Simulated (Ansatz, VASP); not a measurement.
# One calculation of Hf3NbO2, two programs

INCAR

```
SYSTEM = Hf3NbO2
PREC = Accurate ; ENCUT = 520
EDIFF = 1E-6 ; ISMEAR = 0
SIGMA = 0.1 ; LREAL = .False.
LASPH = .True. ; NELM = 80
ALGO = Normal ; ISIF = 2
LWAVE = .False. ; LCHARG = .False.
GGA = PE ; NBANDS = 36
```

File KPOINTS:

```
regular mesh
0
Gamma
  12 12 4
  0 0 0
```

Contents of POSCAR:

```
Hf3NbO2
1.0
    3.3628666009      0.0000000000      0.0000000000
   -1.6814333005      2.9123279059      0.0000000000
    0.0000000000      0.0000000000     10.5774742967
Hf Nb O
3 1 2
Direct
    0.3333333333      0.6666666667      0.7111408051
    0.6666666667      0.3333333333      0.2888591949
    0.0000000000      0.0000000000      0.0000000000
    0.0000000000      0.0000000000      0.5000000000
    0.3333333333      0.6666666667      0.9176505976
    0.6666666667      0.3333333333      0.0823494024
```

Input for Ansatz:

```yaml
crystal:
  lattice:
    - [3.3628666009, 0.0, 0.0]
    - [-1.6814333005, 2.9123279059, 0.0]
    - [0.0, 0.0, 10.5774742967]
  atoms:
    - { symbol: Hf, position: [0.3333333333, 0.6666666667, 0.7111408051] }
    - { symbol: Hf, position: [0.6666666667, 0.3333333333, 0.2888591949] }
    - { symbol: Hf, position: [0.0, 0.0, 0.0] }
    - { symbol: Nb, position: [0.0, 0.0, 0.5] }
    - { symbol: O, position: [0.3333333333, 0.6666666667, 0.9176505976] }
    - { symbol: O, position: [0.6666666667, 0.3333333333, 0.0823494024] }
basis:
  ecutwfc: 420
kpoints:
  mp_grid: { grid: [12, 12, 4] }
  band_path:
    path:
      - [[0.0, 0.0, 0.0], [0.5, 0.0, 0.0], [0.33333333, 0.33333333, 0.0], [0.0, 0.0, 0.0], [0.0, 0.0, 0.5], [0.5, 0.0, 0.5], [0.33333333, 0.33333333, 0.5], [0.0, 0.0, 0.5]]
      - [[0.5, 0.0, 0.5], [0.5, 0.0, 0.0]]
      - [[0.33333333, 0.33333333, 0.5], [0.33333333, 0.33333333, 0.0]]
    npoints: 14
hamiltonian:
  xc: pbe
scf:
  occupations: { method: gaussian, width: 0.1 }
  n_extra_bands: 15
output:
  forces: true
  stress: true
  eigenvalues: true
  populations: true
  dos: { projected: true, de: 0.02, nscf_kmesh: { grid: [15, 15, 5] } }
  bader: true
  write_density: true
  write_potential: true
  elf: true
  volumetric_format: npy
```

Alike in both runs: task single point; functional PBE; k mesh 12 × 12 × 4; occupations gaussian, width 0.1 eV; no spin polarisation.

|  | VASP | Ansatz |
| --- | --- | --- |
| version | VASP 6.6.1 | Ansatz 0.2.0 |
| potentials or method | VASP PAW PBE potentials, release 64 (Hf_pv, Nb_sv, O), cutoff 520 eV | scalar-relativistic, plane waves, PAW |
| valence electrons in the cell | 55 | 103 |

Ansatz gave:

```
gap on the k mesh at the Fermi level (eV)                     : none
pressure (GPa)                                                : 0.0
traceless stress, the component that is largest in VASP (GPa) : -0.05
rms of the force components (eV/Å)                            : 0.002
```

Task: What did VASP give for the same quantities?

Result: gap on the k mesh at the Fermi level (eV): none; pressure (GPa): -1.4; traceless stress, the component that is largest in VASP (GPa): -0.03; rms of the force components (eV/Å): 0.027.

Atom by atom the forces differ by 0.026 eV/Å (rms over components). A gap of «none» marks a metal or a gap that the smearing closes. With one functional, cell and mesh, what is left measures potentials, basis and numerics. VASP's potentials hold 55 valence electrons a cell and Ansatz's 103, so a difference there can come from the potentials and not from the codes.

Neither program's run includes spin-orbit coupling.
